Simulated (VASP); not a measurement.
# LaScF2: single point with PBE

Crystal: LaScF2.

```
La Sc F
1.0
     4.06986    0.00000    0.00000
     0.00000    4.06986    0.00000
     0.00000    0.00000    4.08193
La Sc F
1 1 2
Cartesian
  0.0000 0.0000 0.0000
  2.0349 2.0349 0.0000
  2.0349 0.0000 2.0410
  0.0000 2.0349 2.0410
```

```json
{
  "Program": "VASP 6.6.1",
  "Task": "single point",
  "Functional": "PBE",
  "Potentials or basis": "VASP PAW PBE potentials, release 64 (La, Sc_sv, F)",
  "Cutoff": "520 eV",
  "k mesh": "4 × 4 × 4",
  "Occupations": "gaussian, width 0.1 eV",
  "Spin": "collinear spin, ferromagnetic start",
  "Starting moments": "[0.0, 1.0, 0.0, 0.0] μB",
  "Dipole correction": "no",
  "Further INCAR settings": "ALGO = Normal; EDIFF = 1e-06; NBANDS = 30"
}
```

| Property | Result |
| --- | --- |
| Pressure | 3.0 GPa |
| Band gap on the k mesh | zero (filled and empty bands overlap) |
| Net moment | 0.00 μB per cell |
| Valence electrons inside the program's atomic spheres | La 8.87; Sc 9.66; F 6.04 |

Stress tensor (GPa, compression positive):
```
 7.31  0.00  0.00
 0.00  7.31  0.00
 0.00  0.00 -5.60
```

Levels at points of the mesh, in eV from the Fermi level:
Spin up:
```
           k point  band 16  band 17  band 18  band 19  band 20  band 21
(0.00, 0.00, 0.00)    -5.93    -2.43    -2.35    -1.33    -0.33     0.54
(0.50, 0.00, 0.00)    -6.52    -0.39     0.18     0.73     0.75     0.92
(0.50, 0.50, 0.00)    -5.76    -1.02    -0.03     1.12     1.12     1.61
(0.00, 0.00, 0.50)    -6.01    -1.23    -1.17    -1.03     1.28     1.28
(0.50, 0.00, 0.50)    -6.49     0.44     0.64     0.85     0.94     1.02
(0.50, 0.50, 0.50)    -5.73    -1.48    -0.48    -0.48     0.11     1.74
```
Spin down:
```
           k point  band 15  band 16  band 17  band 18  band 19  band 20  band 21  band 22
(0.00, 0.00, 0.00)    -5.93    -5.93    -2.43    -2.35    -1.33    -0.32     0.54     0.54
(0.50, 0.00, 0.00)    -6.62    -6.52    -0.39     0.18     0.73     0.75     0.93     1.31
(0.50, 0.50, 0.00)    -5.88    -5.76    -1.02    -0.03     1.12     1.12     1.61     1.61
(0.00, 0.00, 0.50)    -6.01    -6.01    -1.23    -1.17    -1.03     1.28     1.28     1.51
(0.50, 0.00, 0.50)    -6.71    -6.49     0.44     0.64     0.86     0.94     1.02     1.03
(0.50, 0.50, 0.50)    -5.86    -5.73    -1.48    -0.48    -0.48     0.11     1.74     1.74
```

Run time: 2.7 min on 1 thread of AMD EPYC 7R43 64-Core Processor (Zen 3), with other jobs on the host, peak memory 0.2 GiB.

Caveat: the k points lie up to 0.39 Å⁻¹ apart; spin-orbit coupling is left out, which moves the levels of the heavy elements.
